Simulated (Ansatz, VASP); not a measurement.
## BAs: VASP beside Ansatz

File INCAR:

```
SYSTEM = BAs
  ALGO = Normal
  EDIFF = 1E-6
  ENCUT = 560
  GGA_COMPAT = .FALSE.
  ISIF = 2
  ISMEAR = 0
  LASPH = .TRUE.
  LCHARG = .FALSE.
  LREAL = .FALSE.
  LWAVE = .FALSE.
  NBANDS = 16
  NELM = 120
  PREC = Accurate
  SIGMA = 0.01
```

Contents of KPOINTS:

```
k-points
0
G
  8 8 8
  0 0 0
```

File POSCAR:

```
BAs
1.0
    0.0000000000      2.3659881175      2.3659881175
    2.3659881175      0.0000000000      2.3659881175
    2.3659881175      2.3659881175      0.0000000000
B As
1 1
Direct
    0.0000000000      0.0000000000      0.0000000000
    0.2500000000      0.2500000000      0.2500000000
```

Input for Ansatz:

```yaml
crystal:
  lattice:
    - [0.0, 2.3659881175, 2.3659881175]
    - [2.3659881175, 0.0, 2.3659881175]
    - [2.3659881175, 2.3659881175, 0.0]
  atoms:
    - { symbol: B, position: [0.0, 0.0, 0.0] }
    - { symbol: As, position: [0.25, 0.25, 0.25] }
basis:
  ecutwfc: 420
kpoints:
  mp_grid: { grid: [8, 8, 8] }
  band_path:
    path:
      - [0.0, 0.0, 0.0]
      - [0.0, 0.0, 0.0]
      - [0.4012824825, 0.4012824825, 0.0]
      - [0.5, 0.5, 0.5]
      - [0.0045187045, 0.0045187045, 0.0]
      - [-0.0045187045, -0.0045187045, 0.0]
      - [0.0052177505, 0.0052177505, 0.0052177505]
      - [-0.0052177505, -0.0052177505, -0.0052177505]
      - [0.0045187045, 0.0045187045, 0.0]
      - [-0.0045187045, -0.0045187045, 0.0]
      - [0.4058011869, 0.4058011869, 0.0]
      - [0.396763778, 0.396763778, 0.0]
      - [0.4012824825, 0.4058011869, 0.0045187045]
      - [0.4012824825, 0.396763778, -0.0045187045]
      - [0.5052177505, 0.5052177505, 0.5052177505]
      - [0.4947822495, 0.4947822495, 0.4947822495]
      - [0.4968047934, 0.5031952066, 0.5]
      - [0.5031952066, 0.4968047934, 0.5]
    npoints: 1
hamiltonian:
  xc: lda
  pseudopotentials: { kind: paw, azcp: { folder: soft_1 } }
scf:
  occupations: { method: fixed }
  n_extra_bands: 5
output:
  forces: true
  stress: true
  eigenvalues: true
```

Alike in both runs: task single point; functional LDA; k mesh 8 × 8 × 8; no spin polarisation.

```csv
,VASP,Ansatz
version,VASP 6.6.1,Ansatz 0.2.0
potentials or method,"VASP PAW LDA potentials, release 64 (B, As_d), cutoff 560 eV","scalar-relativistic, plane waves, PAW"
occupations,"gaussian, width 0.01 eV",fixed
valence electrons in the cell,18,18
```

|  | VASP | Ansatz | Ansatz less VASP |
| --- | --- | --- | --- |
| gap on the k mesh at the Fermi level (eV) | 1.12 | 1.12 | +0.004 |
| least direct gap on the mesh (eV) | 3.29 | 3.29 | +0.004 |
| pressure (GPa) | 1.1 | 0.0 | -1.07 |

Ansatz warns that its potentials were made for another functional, while VASP's fit it. LDA's correlation is that of Perdew and Zunger in VASP and of Perdew and Wang (1992) in Ansatz.
